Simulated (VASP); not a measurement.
Here is a VASP 6.6.1 calculation.

File INCAR:

```
ALGO = Normal
EDIFF = 1E-7
ENCUT = 520
GGA = PE
ISIF = 2
ISMEAR = -1
LASPH = T
LCHARG = F
LREAL = F
LWAVE = F
NBANDS = 33
NELM = 60
PREC = Accurate
SIGMA = 0.01
```

Contents of KPOINTS:

```
k-points
0
Gamma
  6 6 9
```

The input POSCAR:

```
TaN
1.0
    5.1960008669     -0.0519600087     -0.0519600087
   -2.6429991209      4.5258487531     -0.0190186832
   -0.0291100000     -0.0291100000      2.9110000000
Ta N
3 3
Direct
    0.3333333333      0.6666666667      0.5000000000
    0.6666666667      0.3333333333      0.5000000000
    0.0000000000      0.0000000000      0.0000000000
    0.3928500000      0.0000000000      0.0000000000
    0.6071500000      0.6071500000      0.0000000000
    0.0000000000      0.3928500000      0.0000000000
```

Potentials or basis: VASP PAW PBE potentials, release 64 (Ta_pv, N).

Launch:

```console
$ cat potpaw_PBE.64/Ta_pv/POTCAR potpaw_PBE.64/N/POTCAR > POTCAR
$ mpirun -np 1 vasp_std > vasp.out
```

What does it give for the pressure?

6.1 GPa.

What does it give for the band gap on the k mesh?

Zero (bands 24 and 25 overlap by 3.01 eV).

Stress tensor (GPa, compression positive):
```
6.34 4.04 4.12
4.04 6.33 4.11
4.12 4.11 5.51
```

Caveat: the cell differs from its parent crystal (equal xy, yz and zx shear strains of -2 %); the cell stands under pressure; spin-orbit coupling is left out, which moves the levels of the heavy elements.
